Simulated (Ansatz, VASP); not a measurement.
## SiC: VASP beside Ansatz

The input POSCAR:

```
SiC
1.0
    3.1983704888      0.0000000000      0.0000000000
   -1.5991852444      2.7698700940      0.0000000000
    0.0000000000      0.0000000000      5.2500324147
Si C
2 2
Direct
    0.3333333333      0.6666666667     -0.0005389124
    0.6666666667      0.3333333333      0.4994610876
    0.3333333333      0.6666666667      0.3755389124
    0.6666666667      0.3333333333      0.8755389124
```

File INCAR.step1:

```
  PREC = Accurate
  ENCUT = 520
  ISMEAR = 0
  SIGMA = 0.01
  LREAL = False
  LASPH = True
  NELM = 60
  NBANDS = 16
  GGA = PE
  ALGO = Normal
  EDIFF = 1E-4
  LWAVE = True
  LCHARG = False
```

The input INCAR.step2:

```
  PREC = Accurate
  ENCUT = 520
  EDIFF = 1E-6
  ISMEAR = 0
  SIGMA = 0.01
  LREAL = False
  LASPH = True
  NELM = 60
  ALGO = Normal
  ISIF = 2
  LWAVE = False
  LCHARG = False
  METAGGA = R2SCAN
  LMIXTAU = True
  NBANDS = 16
  ISTART = 1
```

File KPOINTS:

```
Automatic mesh
0
Gamma
  12 12 6
```

Input for Ansatz:

```yaml
crystal:
  lattice:
    - [3.1983704888, 0.0, 0.0]
    - [-1.5991852444, 2.769870094, 0.0]
    - [0.0, 0.0, 5.2500324147]
  atoms:
    - { symbol: Si, position: [0.3333333333, 0.6666666667, -0.0005389124] }
    - { symbol: Si, position: [0.6666666667, 0.3333333333, 0.4994610876] }
    - { symbol: C, position: [0.3333333333, 0.6666666667, 0.3755389124] }
    - { symbol: C, position: [0.6666666667, 0.3333333333, 0.8755389124] }
kpoints:
  mp_grid: { grid: [12, 12, 6] }
  band_path:
    path:
      - [0.0, 0.0, 0.0]
      - [0.5, 0.0, 0.0]
      - [0.3333333333, 0.3333333333, 0.0]
      - [0.0, 0.0, 0.5]
      - [0.5, 0.0, 0.5]
      - [0.3333333333, 0.3333333333, 0.5]
    npoints: 1
hamiltonian:
  xc: r2scan
scf:
  occupations: { method: fixed }
  n_extra_bands: 5
output:
  forces: true
  stress: true
  eigenvalues: true
```

Change from the starting cell: hydrostatic strain +4.0%.

Alike in both runs: task single point; functional r2SCAN; k mesh 12 × 12 × 6; no spin polarisation.

|  | VASP | Ansatz |
| --- | --- | --- |
| version | VASP 6.6.1 | Ansatz 0.2.0 |
| potentials or method | VASP PAW PBE potentials, release 64 (Si, C) | plane waves, PAW |
| plane-wave cutoff (eV) | 520 | 500 |
| occupations | gaussian, width 0.01 eV | fixed |
| valence electrons in the cell | 16 | 16 |

|  | VASP | Ansatz | Ansatz less VASP |
| --- | --- | --- | --- |
| gap on the k mesh at the Fermi level (eV) | 2.83 | 2.82 | -0.005 |
| pressure (GPa) | -21.4 | -21.3 | +0.10 |
| traceless stress, the component that is largest in VASP (GPa) | 0.36 | 0.35 | -0.007 |

VASP's potentials were made for PBE, not for r2SCAN.
